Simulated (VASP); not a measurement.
# Pb (P-1) in VASP: single point with PBE

Aim: the single point of Pb with PBE.

All numbers are computed with VASP 6.6.1; they aren't measurements. Logs are shortened: lines on timing, memory, paths and dates and some standing lists are left out, and cuts for length are marked.

## (1) The cell of the first run

The typed cell holds 2 atoms: a = 4.863 Å, b = 4.863 Å, c = 4.863 Å, α = 60.00°, β = 60.00°, γ = 60.00°.

## (2) Single point, PBE (atoms moved at random)

INCAR reads:

```
  PREC = Accurate
  ENCUT = 520
  EDIFF = 1E-6
  ISMEAR = -1
  SIGMA = 0.05
  LREAL = False
  LASPH = True
  NELM = 60
  ALGO = Fast
  ISIF = 2
  LWAVE = False
  LCHARG = True
  GGA = PE
  LELF = True
  LVHAR = True
  NBANDS = 21
```

KPOINTS reads:

```
Automatic mesh
0
Gamma
  7 7 7
```

POSCAR reads:

```
Pb
1.0
    0.0000000000      3.4390000555      3.4390000555
    3.4390000555      0.0000000000      3.4390000555
    3.4390000555      3.4390000555      0.0000000000
Pb
2
Direct
    0.2423290000      0.2487010000      0.2487110000
    0.0096820000     -0.0173760000      0.0178080000
```

Potentials or basis: VASP PAW PBE potentials, release 64 (Pb_d).

The run is started by

```sh
cat potpaw_PBE.64/Pb_d/POTCAR > POTCAR
mpirun -np 1 vasp_std > vasp.out
```

OUTCAR:

```text
PREC = Accurate
   ENCUT = 520
   EDIFF = 1E-6
   ISMEAR = -1
   LREAL = False
   LASPH = True
   NELM = 60
   ISIF = 2
   GGA = PE

 ion  position               nearest neighbor table
   1  0.242  0.249  0.249-   2 2.90   2 2.92   2 3.05   2 3.06
   2  0.010  0.983  0.018-   1 2.90   1 2.92   1 3.05   1 3.06

  LATTYP: Found a face centered cubic cell.
 ALAT       =     6.8780001110

  Lattice vectors:

 A1 = (   0.0000000000,   3.4390000555,   3.4390000555)
 A2 = (   3.4390000555,   0.0000000000,   3.4390000555)
 A3 = (   3.4390000555,   3.4390000555,   0.0000000000)

Analysis of symmetry for initial positions (statically):
=====================================================================
 Subroutine PRICEL returns:
 Original cell was already a primitive cell.

 Routine SETGRP: Setting up the symmetry group for a
 face centered cubic supercell.

 Subroutine GETGRP returns: Found  2 space group operations
 (whereof  1 operations were pure point group operations)
 out of a pool of 48 trial point group operations.

The static configuration has the point symmetry C_1 .
 The point group associated with its full space group is S_2 .

Analysis of symmetry for dynamics (positions and initial velocities):
=====================================================================
 Subroutine PRICEL returns:
 Original cell was already a primitive cell.

 Routine SETGRP: Setting up the symmetry group for a
 face centered cubic supercell.

 Subroutine GETGRP returns: Found  2 space group operations
 (whereof  1 operations were pure point group operations)
 out of a pool of 48 trial point group operations.

The dynamic configuration has the point symmetry C_1 .
 The point group associated with its full space group is S_2 .

 Subroutine INISYM returns: Found  2 space group operations
 (whereof  1 operations are pure point group operations),
 and found     1 'primitive' translations

----------------------------------------------------------------------------------------

                                     Primitive cell

  volume of cell :      81.3442

  direct lattice vectors                    reciprocal lattice vectors
     0.000000000  3.439000056  3.439000056    -0.145391100  0.145391100  0.145391100
     3.439000056  0.000000000  3.439000056     0.145391100 -0.145391100  0.145391100
     3.439000056  3.439000056  0.000000000     0.145391100  0.145391100 -0.145391100

  length of vectors
     4.863480519  4.863480519  4.863480519     0.251824772  0.251824772  0.251824772

  position of ions in fractional coordinates (direct lattice)
     0.242329000  0.248701000  0.248711000
     0.009682000  0.982624000  0.017808000

  ion indices of the primitive-cell ions
   primitive index   ion index
                 1           1
                 2           2

----------------------------------------------------------------------------------------

 KPOINTS: Automatic mesh

Automatic generation of k-mesh.
 Grid dimensions read from file:
 generate k-points for:    7    7    7

 Generating k-lattice:

  Cartesian coordinates                     Fractional coordinates (reciprocal lattice)
    -0.020770157  0.020770157  0.020770157     0.142857143  0.000000000  0.000000000
     0.020770157 -0.020770157  0.020770157     0.000000000  0.142857143  0.000000000
     0.020770157  0.020770157 -0.020770157     0.000000000  0.000000000  0.142857143

  Length of vectors
     0.035974967  0.035974967  0.035974967

  Shift w.r.t. Gamma in fractional coordinates (k-lattice)
     0.000000000  0.000000000  0.000000000

 Subroutine IBZKPT returns following result:
 ===========================================

 Found    172 irreducible k-points:

 Following reciprocal coordinates:
            Coordinates               Weight
  0.000000  0.000000  0.000000      1.000000
  0.142857  0.000000  0.000000      2.000000
  0.000000  0.142857  0.000000      2.000000
  0.000000  0.000000  0.142857      2.000000
  0.142857  0.142857  0.142857      2.000000
  0.285714  0.000000  0.000000      2.000000
[... 16 lines left out ...]
  0.142857 -0.142857 -0.142857      2.000000
  0.285714  0.285714  0.142857      2.000000
 [... further k-points ...]
   k-points           NKPTS =    172   k-points in BZ     NKDIM =    172   number of bands    NBANDS=     21
   number of dos      NEDOS =    301   number of ions     NIONS =      2
   total plane-waves  NPLWV =  46656
   dimension x,y,z NGX =    36 NGY =   36 NGZ =   36
   dimension x,y,z NGXF=    72 NGYF=   72 NGZF=   72
   ions per type =               2
   NGX,Y,Z   is equivalent  to a cutoff of  12.31, 12.31, 12.31 a.u.
   NGXF,Y,Z  is equivalent  to a cutoff of  24.61, 24.61, 24.61 a.u.
 SYSTEM =  unknown system
   PREC   = accura    normal or accurate (medium, high low for compatibility)
   ISTART =      0    job   : 0-new  1-cont  2-samecut
   ICHARG =      2    charge: 1-file 2-atom 10-const
   ISPIN  =      1    spin polarized calculation?
   LNONCOLLINEAR =      F non collinear calculations
   LSORBIT =      F    spin-orbit coupling
   LASPH  =      T    aspherical Exc in radial PAW
   ENCUT  =  520.0 eV  38.22 Ry    6.18 a.u.   9.04  9.04  9.04*2*pi/ulx,y,z
   NELM   =     60;   NELMIN=  2; NELMDL= -5     # of ELM steps
   EDIFF  = 0.1E-05   stopping-criterion for ELM
   LREAL  =      F    real-space projection
   EDIFFG = 0.1E-04   stopping-criterion for IOM
   NSW    =      0    number of steps for IOM
   IBRION =     -1    ionic relax: 0-MD 1-quasi-New 2-CG
   NFREE  =      0    steps in history (QN), initial steepest desc. (CG)
   ISIF   =      2    stress and relaxation
   ISYM   =      2    0-nonsym 1-usesym 2-fastsym
   POTIM  = 0.5000    time-step for ionic-motion
   TEBEG  =    0.0;   TEEND  =   0.0 temperature during run
   PSTRESS=    0.0 pullay stress
   NELECT =      28.0000    total number of electrons
   NUPDOWN=      -1.0000    fix difference up-down
   EMIN   =  10.00;   EMAX   =-10.00  energy-range for DOS
   EFERMI =   0.00;   METHOD = LEGACY
   ISMEAR =    -1;   SIGMA  =   0.05  broadening in eV -4-tet -1-fermi 0-gaus
   EFERMI_NEDOS =   21; number of points for ismear=-14 and -15
   IALGO  =     68    algorithm
   IMIX   =      4    mixing-type and parameters
     AMIX     =   0.40;   BMIX     =  1.00
     AMIX_MAG =   1.60;   BMIX_MAG =  1.00
  volume/ion in A,a.u.               =      40.67       274.47
  Fermi-wavevector in a.u.,A,eV,Ry     =   1.147322  2.168124 17.909999  1.316348
  Thomas-Fermi vector in A             =   2.284002
   LORBIT       =      0    0 simple, 1 ext, 2 COOP (PROOUT), +10 PAW based schemes
   GGA     = PE    functional components
   LHFCALC =     F    Hartree Fock is set to
   AEXX    =    0.0000 exact exchange contribution
   IVDW    =     0    specifies the selected vdW correction
   LEPSILON=     F    determine dielectric tensor
   LRPA    =     F    only Hartree local field effects (RPA)
 non-spin polarized calculation
 RMM-DIIS sequential band-by-band and
  energy-cutoff  :      520.00
  volume of cell :       81.34
 maximum number of plane-waves:      2213
   NGX = 19   NGY = 19   NGZ = 19

 number of electron      28.0000001 magnetization

 Free energy of the ion-electron system (eV)
  ---------------------------------------------------
  ext. energy  EPLUGINS =         0.00000000
  ---------------------------------------------------
  free energy    TOTEN  =        -6.52413806 eV

  energy without entropy =       -6.52057665  energy(sigma->0) =       -6.52235735

 E-fermi :   4.3113     XC(G=0):  -8.4263

 val. band max:        4.2249664375   @ k =   0.1429   0.1429   0.1429
 cond. band min:       4.3161196677   @ k =   0.0000   0.0000   0.1429
 fundamental gap:      0.0911532302
 Fermi energy:         4.3113063719

 k-point     1 :       0.0000    0.0000    0.0000
  band No.  band energies     occupation
      1     -12.9093      2.00000
      2     -12.8768      2.00000
      3     -12.8150      2.00000
      4     -12.7925      2.00000
      5     -12.7859      2.00000
      6     -12.3839      2.00000
[... 13 lines left out ...]
     20      12.2636      0.00000
     21      12.3992      0.00000

 k-point     2 :       0.1429    0.0000    0.0000
  band No.  band energies     occupation
      1     -12.9215      2.00000
      2     -12.8839      2.00000
      3     -12.8106      2.00000
      4     -12.7737      2.00000
      5     -12.7651      2.00000
      6     -12.3955      2.00000
[... 13 lines left out ...]
     20      11.6184      0.00000
     21      11.6214      0.00000

 k-point     3 :       0.0000    0.1429    0.0000
  band No.  band energies     occupation
      1     -12.9295      2.00000
      2     -12.8847      2.00000
      3     -12.8469      2.00000
      4     -12.7549      2.00000
      5     -12.7501      2.00000
      6     -12.4077      2.00000
[... 13 lines left out ...]
     20      11.5543      0.00000
     21      11.5706      0.00000

 k-point     4 :       0.0000    0.0000    0.1429
  band No.  band energies     occupation
      1     -12.9210      2.00000
      2     -12.8837      2.00000
      3     -12.8097      2.00000
      4     -12.7741      2.00000
      5     -12.7656      2.00000
      6     -12.3963      2.00000
[... 13 lines left out ...]
     20      11.6228      0.00000
     21      11.6237      0.00000

 k-point     5 :       0.1429    0.1429    0.1429
  band No.  band energies     occupation
      1     -12.9242      2.00000
      2     -12.8938      2.00000
      3     -12.8493      2.00000
      4     -12.7519      2.00000
      5     -12.7475      2.00000
      6     -12.4097      2.00000
[... 13 lines left out ...]
     20      11.5474      0.00000
     21      11.5567      0.00000
[... 382 lines left out ...]
     20      11.3236      0.00000
     21      12.4443      0.00000

 k-point    22 :       0.1429    0.2857    0.0000
  band No.  band energies     occupation
      1     -12.9482      2.00000
      2     -12.9175      2.00000
      3     -12.8623      2.00000
      4     -12.7175      2.00000
      5     -12.6739      2.00000
      6     -12.4997      2.00000
[... 13 lines left out ...]
     20      11.1958      0.00000
     21      12.3852      0.00000

 k-point    23 :       0.1429   -0.1429   -0.1429
  band No.  band energies     occupation
      1     -12.9522      2.00000
      2     -12.8958      2.00000
      3     -12.8107      2.00000
      4     -12.7328      2.00000
      5     -12.6954      2.00000
      6     -12.4986      2.00000
[... 13 lines left out ...]
     20      11.2097      0.00000
     21      12.5526      0.00000

 k-point    24 :       0.2857    0.2857    0.1429
  band No.  band energies     occupation
      1     -12.9399      2.00000
      2     -12.9283      2.00000
      3     -12.8664      2.00000
      4     -12.7157      2.00000
      5     -12.6713      2.00000
      6     -12.5010      2.00000
[... 13 lines left out ...]
     20      11.2069      0.00000
     21      12.3667      0.00000

 [... further k-points ...]

------------------------ aborting loop because EDIFF is reached ----------------------------------------

  FORCE on cell =-STRESS in cart. coord.  units (eV):
  Direction    XX          YY          ZZ          XY          YZ          ZX
  --------------------------------------------------------------------------------------
  -------------------------------------------------------------------------------------
  Total        1.3566937      1.1559134      1.3585880      0.0544004      0.0908842      0.9435089
  in kB       26.7218076     22.7671849     26.7591183      1.0714850      1.7900793     18.5836088
  external PRESSURE =      25.4160370 kB  Pullay stress =       0.0000000 kB

 VOLUME and BASIS-vectors are now :
 -----------------------------------------------------------------------------
  energy-cutoff  :      520.00
  volume of cell :       81.34
      direct lattice vectors                 reciprocal lattice vectors
     0.000000000  3.439000056  3.439000056    -0.145391100  0.145391100  0.145391100
     3.439000056  0.000000000  3.439000056     0.145391100 -0.145391100  0.145391100
     3.439000056  3.439000056  0.000000000     0.145391100  0.145391100 -0.145391100

 POSITION                                       TOTAL-FORCE (eV/Angst)
 -----------------------------------------------------------------------------------
      1.71060      1.68869      1.68865         0.061706      0.643188      0.038789
      3.44049      0.09454      3.41254        -0.061706     -0.643188     -0.038789
 -----------------------------------------------------------------------------------
    total drift:                               -0.000005      0.000013     -0.000011

  FREE ENERGIE OF THE ION-ELECTRON SYSTEM (eV)
  ---------------------------------------------------
  free  energy   TOTEN  =        -6.5241380619 eV

  energy  without entropy=       -6.5205766473  energy(sigma->0) =       -6.52235735
```

It took 3.4 min on 1 thread of Intel Xeon Platinum 8259CL at 2.50GHz (Skylake/Cascade Lake), shared host; peak memory 0.37 GiB.

What came out:

```
Free energy            : -6.5241 eV
Pressure               : 2.5 GPa
Largest force          : 0.647 eV/Å
Band gap on the k mesh : zero (bands 14 and 15 overlap by 0.96 eV)
```

Forces on the atoms (eV/Å):
```
Pb   0.062  0.643  0.039
Pb  -0.062 -0.643 -0.039
```

Stress tensor (GPa, compression positive):
```
2.67 0.11 1.86
0.11 2.28 0.18
1.86 0.18 2.68
```

Caveat: the cell differs from its parent crystal (atoms moved at random); spin-orbit coupling is left out, which moves the levels of the heavy elements.
